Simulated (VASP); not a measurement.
**TiCo3: single point with PBEsol**

The system is TiCo3.

```
Ti Co
1.0
     3.49275    0.00000    0.00000
     0.00000    3.49275    0.00000
     0.00000    0.00000    3.49275
Ti Co
1 3
Cartesian
  0.0000 0.0000 0.0000
  0.0000 1.7464 1.7464
  1.7464 0.0000 1.7464
  1.7464 1.7464 0.0000
```

This cell differs from its parent crystal: volume scaled by 0.97.

```
Program             : VASP 6.6.1
Task                : single point
Functional          : PBEsol
Potentials or basis : VASP PAW PBE potentials, release 64 (Ti_sv, Co)
Cutoff              : 520 eV
k mesh              : 12 × 12 × 12
Occupations         : gaussian, width 0.1 eV
Spin                : collinear spin, ferromagnetic start
Starting moments    : [0.0, 0.3, 0.3, 0.3] μB
```

* Pressure: 6.8 GPa
* Net moment: 0.48 μB per cell
* Site moments: Ti -0.05; Co +0.18 μB
* Valence electrons inside the program's atomic spheres: Ti 10.55; Co 8.50

Levels at points of the mesh, in eV from the Fermi level:
Spin up:
```tsv
k point	band 16	band 17	band 18	band 19	band 20	band 21	band 22	band 23	band 24	band 25
(0.00, 0.00, 0.00)	-0.19	0.40	0.69	0.69	0.69	2.73	2.73	3.55	3.55	3.55
(0.50, 0.00, 0.00)	-0.89	-0.69	-0.69	-0.64	-0.02	0.69	1.29	1.29	2.06	2.67
(0.50, 0.50, 0.00)	-1.39	-1.06	-0.99	-0.99	-0.48	-0.46	1.84	1.84	2.33	2.33
(0.50, 0.50, 0.50)	-1.09	-0.10	0.45	0.45	0.45	0.95	0.95	0.95	2.35	2.35
```
Spin down:
| k point | band 18 | band 19 | band 20 | band 21 | band 22 | band 23 |
| --- | --- | --- | --- | --- | --- | --- |
| (0.00, 0.00, 0.00) | 0.85 | 0.85 | 0.85 | 2.81 | 2.81 | 3.57 |
| (0.50, 0.00, 0.00) | -0.54 | -0.43 | 0.24 | 0.85 | 1.30 | 1.30 |
| (0.50, 0.50, 0.00) | -0.74 | -0.74 | -0.34 | -0.30 | 1.85 | 1.85 |
| (0.50, 0.50, 0.50) | 0.63 | 0.63 | 0.63 | 0.95 | 0.95 | 0.95 |

It took 5.8 min on 1 thread of Oxide Virtual Turin-like Processor (shared host), peak memory 0.26 GiB.

Caveat: the PAW data sets were made with another functional, which shifts forces and pressure a little.
